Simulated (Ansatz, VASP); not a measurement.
# H4SO in VASP and in Ansatz

The input INCAR:

```
PREC     = Accurate       # precision mode
ENCUT    = 520            # plane-wave cutoff, eV
EDIFF    = 1E-7           # SCF threshold, eV
ISMEAR   = 0              # smearing method
SIGMA    = 0.1            # smearing width, eV
LREAL    = False          # projectors in reciprocal space
LASPH    = True           # aspherical terms in the spheres
NELM     = 80             # most SCF steps
ALGO     = Normal         # electronic algorithm
ISIF     = 2              # what is computed and relaxed
LWAVE    = False          # write WAVECAR
LCHARG   = False          # write CHGCAR
GGA      = PE             # functional
IVDW     = 12             # dispersion correction
NBANDS   = 17             # bands
```

KPOINTS

```
regular mesh
0
Gamma
  6 6 6
```

Contents of POSCAR:

```
H4SO
1.0
    0.0000000000      3.0913985700      3.0913985700
    3.0913985700      0.0000000000      3.0913985700
    3.0913985700      3.0913985700      0.0000000000
H S O
4 1 1
Direct
    0.8772199700      0.3742600100      0.3742600100
    0.3742600100      0.3742600100      0.3742600100
    0.3742600100      0.8772199700      0.3742600100
    0.3742600100      0.3742600100      0.8772199700
    0.0000000000      0.0000000000      0.0000000000
    0.7500000000      0.7500000000      0.7500000000
```

Input for Ansatz:

```yaml
crystal:
  lattice:
    - [0.0, 3.09139857, 3.09139857]
    - [3.09139857, 0.0, 3.09139857]
    - [3.09139857, 3.09139857, 0.0]
  atoms:
    - { symbol: H, position: [0.87721997, 0.37426001, 0.37426001] }
    - { symbol: H, position: [0.37426001, 0.37426001, 0.37426001] }
    - { symbol: H, position: [0.37426001, 0.87721997, 0.37426001] }
    - { symbol: H, position: [0.37426001, 0.37426001, 0.87721997] }
    - { symbol: S, position: [0.0, 0.0, 0.0] }
    - { symbol: O, position: [0.75, 0.75, 0.75] }
basis:
  ecutwfc: 420
kpoints:
  mp_grid: { grid: [6, 6, 6] }
hamiltonian:
  xc: pbe
  dispersion: d3bj
scf:
  occupations: { method: gaussian, width: 0.1 }
  lower_state_search: "off"
output:
  forces: true
  stress: true
  eigenvalues: true
```

Change from the starting cell: species swapped into the ErCdCu4 type (F-43m, No. 216).

Alike in both runs: task single point; functional PBE; dispersion D3(BJ); k mesh 6 × 6 × 6; occupations gaussian, width 0.1 eV; no spin polarisation.

```csv
,VASP,Ansatz
version,VASP 6.6.1,Ansatz 0.2.0
potentials or method,"VASP PAW PBE potentials, release 64 (H, S, O), cutoff 520 eV","scalar-relativistic, plane waves, PAW"
valence electrons in the cell,16,16
```

```csv
,VASP,Ansatz,Ansatz less VASP
gap on the k mesh at the Fermi level (eV),none,none,-
pressure (GPa),-22.0,-21.8,+0.13
rms of the force components (eV/Å),0.020,0.020,+0.0001
```

Atom by atom the forces differ by 0.000 eV/Å (rms over components). A gap of «none» marks a metal or a gap that the smearing closes.
